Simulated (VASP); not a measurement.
# Pt (Im-3m) in VASP: single point with PBE

Aim: the single point of Pt with PBE.

Program: VASP 6.6.1. These are calculated values, not measurements. Logs are shortened: lines on timing, memory, paths and dates and some standing lists are left out, and cuts for length are marked.

### Step 1. The cell of the first run

It takes space group Im-3m (No. 229, cubic). Conventional cell: a = 2.845 Å, b = 2.845 Å, c = 2.845 Å, α = 90.00°, β = 90.00°, γ = 90.00°. Within 3.3 Å of Pt (site symmetry m-3m) lie 14 Pt at 2.46 to 2.84 Å.

This isn't the form of Pt at room conditions, which is fcc.

### Step 2. Single point, PBE (W replaced by Pt, lengths x 0.904, strained)

The input, INCAR:

```
ALGO = Normal
EDIFF = 1E-6
ENCUT = 520
GGA = PE
ISIF = 2
ISMEAR = 0
LASPH = T
LCHARG = F
LREAL = F
LWAVE = F
NBANDS = 11
NELM = 80
PREC = Accurate
SIGMA = 0.1
```

The input, KPOINTS:

```
k-points
0
Gamma
  20 20 20
```

The input, POSCAR:

```
Pt
1.0
   -1.4222955525      1.4222955525      1.4222955525
    1.4222955525     -1.4222955525      1.4222955525
    1.4222955525      1.4222955525     -1.4222955525
Pt
1
Direct
    0.0000000000      0.0000000000      0.0000000000
```

Potentials or basis: VASP PAW PBE potentials, release 64 (Pt).

On the command line:

```bash
$ cat potpaw_PBE.64/Pt/POTCAR > POTCAR
$ mpirun -np 1 vasp_std > vasp.out
```

OUTCAR:

```text
EDIFF = 1E-6
   ENCUT = 520
   GGA = PE
   ISIF = 2
   ISMEAR = 0
   LASPH = T
   LREAL = F
   NELM = 80
   PREC = Accurate

 ion  position               nearest neighbor table
   1  0.000  0.000  0.000-

  LATTYP: Found a body centered cubic cell.
 ALAT       =     2.8445911050

  Lattice vectors:

 A1 = (  -1.4222955525,   1.4222955525,   1.4222955525)
 A2 = (   1.4222955525,  -1.4222955525,   1.4222955525)
 A3 = (   1.4222955525,   1.4222955525,  -1.4222955525)

Analysis of symmetry for initial positions (statically):
=====================================================================
 Subroutine PRICEL returns:
 Original cell was already a primitive cell.

 Routine SETGRP: Setting up the symmetry group for a
 body centered cubic supercell.

 Subroutine GETGRP returns: Found 48 space group operations
 (whereof 48 operations were pure point group operations)
 out of a pool of 48 trial point group operations.

The static configuration has the point symmetry O_h .

Analysis of symmetry for dynamics (positions and initial velocities):
=====================================================================
 Subroutine PRICEL returns:
 Original cell was already a primitive cell.

 Routine SETGRP: Setting up the symmetry group for a
 body centered cubic supercell.

 Subroutine GETGRP returns: Found 48 space group operations
 (whereof 48 operations were pure point group operations)
 out of a pool of 48 trial point group operations.

The dynamic configuration has the point symmetry O_h .

 Subroutine INISYM returns: Found 48 space group operations
 (whereof 48 operations are pure point group operations),
 and found     1 'primitive' translations

----------------------------------------------------------------------------------------

                                     Primitive cell

  volume of cell :      11.5088

  direct lattice vectors                    reciprocal lattice vectors
    -1.422295553  1.422295553  1.422295553     0.000000000  0.351544374  0.351544374
     1.422295553 -1.422295553  1.422295553     0.351544374  0.000000000  0.351544374
     1.422295553  1.422295553 -1.422295553     0.351544374  0.351544374  0.000000000

  length of vectors
     2.463488160  2.463488160  2.463488160     0.497158822  0.497158822  0.497158822

  position of ions in fractional coordinates (direct lattice)
     0.000000000  0.000000000  0.000000000

  ion indices of the primitive-cell ions
   primitive index   ion index
[... 79 lines left out ...]
   ISIF   =      2    stress and relaxation
   ISYM   =      2    0-nonsym 1-usesym 2-fastsym
   POTIM  = 0.5000    time-step for ionic-motion
   TEBEG  =    0.0;   TEEND  =   0.0 temperature during run
   PSTRESS=    0.0 pullay stress
   NELECT =      10.0000    total number of electrons
   NUPDOWN=      -1.0000    fix difference up-down
   EMIN   =  10.00;   EMAX   =-10.00  energy-range for DOS
   EFERMI =   0.00;   METHOD = LEGACY
   ISMEAR =     0;   SIGMA  =   0.10  broadening in eV -4-tet -1-fermi 0-gaus
   EFERMI_NEDOS =   21; number of points for ismear=-14 and -15
   IALGO  =     38    algorithm
   IMIX   =      4    mixing-type and parameters
     AMIX     =   0.40;   BMIX     =  1.00
     AMIX_MAG =   1.60;   BMIX_MAG =  1.00
  volume/ion in A,a.u.               =      11.51        77.67
  Fermi-wavevector in a.u.,A,eV,Ry     =   1.562182  2.952096 33.203832  2.440413
  Thomas-Fermi vector in A             =   2.665138
   LORBIT       =      0    0 simple, 1 ext, 2 COOP (PROOUT), +10 PAW based schemes
   GGA     = PE    functional components
   LHFCALC =     F    Hartree Fock is set to
   AEXX    =    0.0000 exact exchange contribution
   IVDW    =     0    specifies the selected vdW correction
   LEPSILON=     F    determine dielectric tensor
   LRPA    =     F    only Hartree local field effects (RPA)
 non-spin polarized calculation
 Gauss-broadening in eV      SIGMA  =   0.10
  energy-cutoff  :      520.00
  volume of cell :       11.51
 maximum number of plane-waves:       321
   NGX =  9   NGY =  9   NGZ =  9

 number of electron      10.0000000 magnetization

 number of electron       9.9999999 magnetization

 Free energy of the ion-electron system (eV)
  ---------------------------------------------------
  ext. energy  EPLUGINS =         0.00000000
  ---------------------------------------------------
  free energy    TOTEN  =        -4.30711530 eV

  energy without entropy =       -4.30545722  energy(sigma->0) =       -4.30628626

 E-fermi :  16.8559     XC(G=0): -15.1499

 val. band max:       16.8527506892   @ k =  -0.3000   0.3500   0.1000
 cond. band min:      16.8594264018   @ k =  -0.3500   0.5000   0.2000
 fundamental gap:      0.0066757125
 Fermi energy:        16.8559486268

 k-point     1 :       0.0000    0.0000    0.0000
  band No.  band energies     occupation
      1       3.6963      2.00000
      2      11.2689      2.00000
      3      11.2689      2.00000
      4      11.2689      2.00000
      5      15.1687      2.00000
      6      15.1687      2.00000
      7      33.3364      0.00000
      8      33.3364      0.00000
      9      33.3364      0.00000
     10      48.1032      0.00000
     11      48.1032      0.00000
[... 309 lines left out ...]
 k-point    24 :       0.2500    0.1000    0.0000
  band No.  band energies     occupation
      1       7.1505      2.00000
      2       9.7189      2.00000
      3      11.2299      2.00000
      4      14.3732      2.00000
      5      15.6885      2.00000
      6      16.2619      2.00000
      7      32.0344      0.00000
      8      33.2657      0.00000
      9      38.9253      0.00000
     10      39.6276      0.00000
     11      44.3210      0.00000

 [... further k-points ...]

------------------------ aborting loop because EDIFF is reached ----------------------------------------

  FORCE on cell =-STRESS in cart. coord.  units (eV):
  Direction    XX          YY          ZZ          XY          YZ          ZX
  --------------------------------------------------------------------------------------
  -------------------------------------------------------------------------------------
  Total       12.6401185     12.6401185     12.6401185     -0.0000000     -0.0000000      0.0000000
  in kB     1759.6738511   1759.6738511   1759.6738511     -0.0000000     -0.0000000      0.0000000
  external PRESSURE =    1759.6738511 kB  Pullay stress =       0.0000000 kB

 VOLUME and BASIS-vectors are now :
 -----------------------------------------------------------------------------
  energy-cutoff  :      520.00
  volume of cell :       11.51
      direct lattice vectors                 reciprocal lattice vectors
    -1.422295553  1.422295553  1.422295553     0.000000000  0.351544374  0.351544374
     1.422295553 -1.422295553  1.422295553     0.351544374  0.000000000  0.351544374
     1.422295553  1.422295553 -1.422295553     0.351544374  0.351544374  0.000000000

 POSITION                                       TOTAL-FORCE (eV/Angst)
 -----------------------------------------------------------------------------------
      0.00000      0.00000      0.00000         0.000000      0.000000      0.000000
 -----------------------------------------------------------------------------------
    total drift:                                0.000000      0.000000      0.000000

  FREE ENERGIE OF THE ION-ELECTRON SYSTEM (eV)
  ---------------------------------------------------
  free  energy   TOTEN  =        -4.3071153022 eV

  energy  without entropy=       -4.3054572210  energy(sigma->0) =       -4.30628626
```

OSZICAR:

```text
N       E                     dE             d eps       ncg     rms          rms(c)
DAV:   1     0.443471742606E+02    0.44347E+02   -0.55819E+03  5688   0.874E+02
DAV:   2    -0.400040258410E+01   -0.48348E+02   -0.46600E+02  6482   0.193E+02
DAV:   3    -0.462389568130E+01   -0.62349E+00   -0.62287E+00  6753   0.207E+01
DAV:   4    -0.462593583758E+01   -0.20402E-02   -0.20400E-02  6751   0.138E+00
DAV:   5    -0.462594738670E+01   -0.11549E-04   -0.11546E-04  6776   0.923E-02    0.278E+01
DAV:   6    -0.439025636495E+01    0.23569E+00   -0.21855E-01  6346   0.405E+00    0.157E+01
DAV:   7    -0.431067917333E+01    0.79577E-01   -0.15007E-01  6790   0.327E+00    0.171E+00
DAV:   8    -0.430714003190E+01    0.35391E-02   -0.10405E-02  6277   0.972E-01    0.291E-01
DAV:   9    -0.430710872902E+01    0.31303E-04   -0.50897E-05  7046   0.740E-02    0.130E-02
DAV:  10    -0.430711498196E+01   -0.62529E-05   -0.32468E-06  7667   0.124E-02    0.592E-03
DAV:  11    -0.430711530223E+01   -0.32027E-06   -0.74080E-08  3943   0.262E-03
   1 F= -.43071153E+01 E0= -.43062863E+01  d E =-.165808E-02
```

stdout:

```text
POSCAR found type information on POSCAR Pt
 POSCAR found :  1 types and       1 ions
 scaLAPACK will be used
 LDA part: xc-table for (Slater+PW92), standard interpolation
 POSCAR, INCAR and KPOINTS ok, starting setup
 FFT: planning ... GRIDC
 FFT: planning ... GRID_SOFT
 FFT: planning ... GRID
 WAVECAR not read
 entering main loop
```

Run time: 18 s. Hardware: 1 thread of Intel Xeon Platinum 8488C (Sapphire Rapids), shared host; peak memory 0.14 GiB.

Results:

```yaml
Free_energy: -4.3071 eV
Pressure: 176.0 GPa
Band_gap_on_the_k_mesh: zero (bands 5 and 6 overlap by 3.81 eV)
```

Levels at points of the mesh, in eV from the Fermi level:
| k point | band 3 | band 4 | band 5 | band 6 | band 7 | band 8 |
| --- | --- | --- | --- | --- | --- | --- |
| (0.00, 0.00, 0.00) | -5.59 | -5.59 | -1.69 | -1.69 | 16.48 | 16.48 |
| (0.50, 0.00, 0.00) | -1.84 | -0.99 | -0.64 | 2.01 | 9.72 | 12.83 |
| (0.50, 0.50, 0.50) | 1.05 | 1.05 | 1.05 | 8.53 | 8.53 | 8.53 |

Caveat: the cell differs from its parent crystal (W replaced by Pt, lengths x 0.904, strained); the cell stands under pressure; spin-orbit coupling is left out, which moves the levels of the heavy elements.
